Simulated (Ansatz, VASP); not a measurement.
One calculation of KMgF3, two programs

INCAR

```
SYSTEM = KMgF3
ALGO     = Normal         ! electronic algorithm
EDIFF    = 1E-6           ! SCF threshold, eV
ENCUT    = 520            ! plane-wave cutoff, eV
GGA      = PE             ! functional
ISIF     = 2              ! what is computed and relaxed
ISMEAR   = 0              ! smearing method
LASPH    = .TRUE.         ! aspherical terms in the spheres
LCHARG   = .TRUE.         ! write CHGCAR
LELF     = .TRUE.         ! ELF
LREAL    = .FALSE.        ! projectors in reciprocal space
LVHAR    = .TRUE.       
LWAVE    = .FALSE.        ! write WAVECAR
NBANDS   = 24             ! bands
NELM     = 80             ! most SCF steps
PREC     = Accurate       ! precision mode
SIGMA    = 0.05           ! smearing width, eV
```

Contents of KPOINTS:

```
k-points
0
G
  6 6 6
  0 0 0
```

The input POSCAR:

```
KMgF3
1.0
    3.9882139495     -0.0952815619     -0.0952815619
   -0.0952815619      3.9882139495     -0.0952815619
   -0.0952815619     -0.0952815619      3.9882139495
K Mg F
1 1 3
Direct
    0.5000000000      0.5000000000      0.5000000000
    0.0000000000      0.0000000000      0.0000000000
    0.5000000000      0.0000000000      0.0000000000
    0.0000000000      0.5000000000      0.0000000000
    0.0000000000      0.0000000000      0.5000000000
```

Input for Ansatz:

```yaml
crystal:
  lattice:
    - [3.9882139495, -0.0952815619, -0.0952815619]
    - [-0.0952815619, 3.9882139495, -0.0952815619]
    - [-0.0952815619, -0.0952815619, 3.9882139495]
  atoms:
    - { symbol: K, position: [0.5, 0.5, 0.5] }
    - { symbol: Mg, position: [0.0, 0.0, 0.0] }
    - { symbol: F, position: [0.5, 0.0, 0.0] }
    - { symbol: F, position: [0.0, 0.5, 0.0] }
    - { symbol: F, position: [0.0, 0.0, 0.5] }
basis:
  ecutwfc: 420
kpoints:
  mp_grid: { grid: [6, 6, 6] }
hamiltonian:
  xc: pbe
scf:
  occupations: { method: gaussian, width: 0.05 }
output:
  forces: true
  stress: true
  eigenvalues: true
```

Alike in both runs: task single point; functional PBE; k mesh 6 × 6 × 6; occupations gaussian, width 0.05 eV; no spin polarisation.

|  | VASP | Ansatz |
| --- | --- | --- |
| version | VASP 6.6.1 | Ansatz 0.2.0 |
| potentials or method | VASP PAW PBE potentials, release 64 (K_sv, Mg, F), cutoff 520 eV | scalar-relativistic, plane waves, PAW |
| valence electrons in the cell | 32 | 40 |

```csv
,VASP,Ansatz,Ansatz less VASP
gap on the k mesh at the Fermi level (eV),7.23,7.26,+0.031
least direct gap on the mesh (eV),7.43,7.45,+0.029
pressure (GPa),3.5,3.9,+0.42
"traceless stress, the component that is largest in VASP (GPa)",2.33,2.30,-0.030
```

VASP's potentials hold 32 valence electrons a cell and Ansatz's 40, so a difference there can come from the potentials and not from the codes.
